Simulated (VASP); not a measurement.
Wanted: the native input for a VASP 6.6.1 run.

```
Task                   : electric field gradients
Functional             : r2SCAN
Potentials or basis    : VASP PAW PBE potentials, release 64 (Y_sv)
Cutoff                 : 520 eV
k mesh                 : 12 × 12 × 12
Occupations            : fermi-dirac, width 0.03 eV
Spin                   : no spin polarisation
Dipole correction      : no
Further INCAR settings : ALGO = Normal; EDIFF = 1e-08; NBANDS = 12
```

The system is Y.

```
CELL_PARAMETERS angstrom
0.00000 2.60204 2.60204
2.60204 0.00000 2.60204
2.60204 2.60204 0.00000
ATOMIC_POSITIONS crystal
Y 0.00000 0.00000 0.00000
```

This cell differs from its parent crystal: volume scaled by 1.06.

The input as run:

POSCAR

```
Y
1.0
    0.0000000000      2.6020428087      2.6020428087
    2.6020428087      0.0000000000      2.6020428087
    2.6020428087      2.6020428087      0.0000000000
Y
1
Direct
    0.0000000000      0.0000000000      0.0000000000
```

INCAR.step1

```
SYSTEM = Y
PREC = Accurate ; ENCUT = 520
ISMEAR = -1 ; SIGMA = 0.03
LREAL = .FALSE. ; LASPH = .TRUE.
NELM = 80 ; NBANDS = 12
GGA = PE ; ALGO = Normal
EDIFF = 1E-4 ; LWAVE = .TRUE.
LCHARG = .FALSE.
```

INCAR.step2

```
SYSTEM = Y
PREC = Accurate ; ENCUT = 520
EDIFF = 1E-8 ; ISMEAR = -1
SIGMA = 0.03 ; LREAL = .FALSE.
LASPH = .TRUE. ; NELM = 80
ALGO = Normal ; ISIF = 2
LWAVE = .FALSE. ; LCHARG = .FALSE.
METAGGA = R2SCAN ; LMIXTAU = .TRUE.
LEFG = .TRUE. ; NBANDS = 12
ISTART = 1
```

KPOINTS

```
regular mesh
0
G
  12 12 12
  0 0 0
```

Potentials or basis: VASP PAW PBE potentials, release 64 (Y_sv).

Launch:

```sh
$ cat potpaw_PBE.64/Y_sv/POTCAR > POTCAR
$ cp INCAR.step1 INCAR
$ mpirun -np 1 vasp_std > vasp.out
$ cp INCAR.step2 INCAR
$ mpirun -np 1 vasp_std > vasp.out
```

Results of the run:

```
Pressure : -1.9 GPa
```

Caveat: without QUAD_EFG the Cq values of the log hold for a quadrupole moment of 1 mb, not for the nuclei; the PAW data sets were made with another functional, which shifts forces and pressure a little.

It took 92 s on 1 thread of Intel(R) Xeon(R) 6975P-C (Granite Rapids) (shared host), peak memory 0.2 GiB.
